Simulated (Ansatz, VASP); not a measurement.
# LiBr: VASP beside Ansatz

INCAR

```
SYSTEM = LiBr
PREC = Accurate
ENCUT = 750
EDIFF = 1E-6
ISMEAR = 0
SIGMA = 0.1
LREAL = .False.
LASPH = .True.
NELM = 120
ALGO = Normal
ISIF = 2
LWAVE = .False.
LCHARG = .True.
GGA = PE
LELF = .True.
LVHAR = .True.
NBANDS = 12
GGA_COMPAT = .False.
```

The input KPOINTS:

```
Automatic mesh
0
Gamma
  4 4 4
  0 0 0
```

The input POSCAR:

```
LiBr
1.0
    0.0000000000      2.7226905798      2.7226905798
    2.7226905798      0.0000000000      2.7226905798
    2.7226905798      2.7226905798      0.0000000000
Li Br
1 1
Direct
    0.5170000000      0.7710000000      0.2060000000
    1.0170000000      1.2710000000      0.7060000000
```

Input for Ansatz:

```yaml
crystal:
  lattice:
    - [0.0, 2.7226905798, 2.7226905798]
    - [2.7226905798, 0.0, 2.7226905798]
    - [2.7226905798, 2.7226905798, 0.0]
  atoms:
    - { symbol: Li, position: [0.517, 0.771, 0.206] }
    - { symbol: Br, position: [1.017, 1.271, 0.706] }
basis: {}
kpoints:
  mp_grid: { grid: [4, 4, 4] }
hamiltonian:
  xc: pbe
  pseudopotentials: { kind: paw, source: ansatz }
scf:
  occupations: { method: gaussian, width: 0.1 }
output:
  forces: true
  stress: true
  eigenvalues: true
```

Alike in both runs: task single point; functional PBE; k mesh 4 × 4 × 4; occupations gaussian, width 0.1 eV; no spin polarisation.

|  | VASP | Ansatz |
| --- | --- | --- |
| version | VASP 6.6.1 | Ansatz 0.2.0 |
| potentials or method | VASP PAW PBE potentials, release 64 (Li_sv, Br) | scalar-relativistic, plane waves, PAW (harder set) |
| plane-wave cutoff (eV) | 750 | 780 |
| valence electrons in the cell | 10 | 20 |

```tsv
	VASP	Ansatz	Ansatz less VASP
gap on the k mesh at the Fermi level (eV)	5.07	5.07	-0.006
least direct gap on the mesh (eV)	5.07	5.07	-0.006
pressure (GPa)	1.1	1.2	+0.05
```

VASP's potentials hold 10 valence electrons a cell and Ansatz's 20, so a difference there can come from the potentials and not from the codes.

The k mesh is coarse, so the values compare programs but aren't converged.
